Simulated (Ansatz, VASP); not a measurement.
Mn in VASP and in Ansatz

```
Mn
1.0
     2.82632    0.00000    0.00000
    -1.41316    2.44766    0.00000
     0.00000    0.00000    8.52514
Mn
4
Direct
  0.00000 0.00000 0.00000
  0.00000 0.00000 0.50000
  0.33333 0.66667 0.25000
  0.66667 0.33333 0.75000
```

Alike in both runs: functional r2SCAN; k mesh 14 × 14 × 4; occupations fermi-dirac, width 0.05 eV; collinear spin.

Ansatz relaxed the structure, and its values are those at the end. VASP's run is a single point on that final structure, the one shown.

|  | VASP | Ansatz |
| --- | --- | --- |
| version | VASP 6.6.1 | Ansatz 0.2.0 |
| potentials or method | VASP PAW PBE potentials, release 64 (Mn_pv), cutoff 520 eV | plane waves (500 eV) with PAW, scalar-relativistic |
| valence electrons in the cell | 52 | 60 |

```csv
,VASP,Ansatz,Ansatz less VASP
pressure (GPa),0.4,0.0,-0.37
net moment per atom (μB),0.01,0.01,+0.001
size of the moment on the site where the two differ most (μB),3.69,3.68,-0.008
```

VASP's potentials were made for PBE, not for r2SCAN. Site moments also hang on the region over which each program counts them. With one functional, cell and mesh, what is left measures potentials, basis and numerics. VASP's potentials hold 52 valence electrons a cell and Ansatz's 60, so a difference there can come from the potentials and not from the codes. Ansatz's warnings: seeded moment not kept.
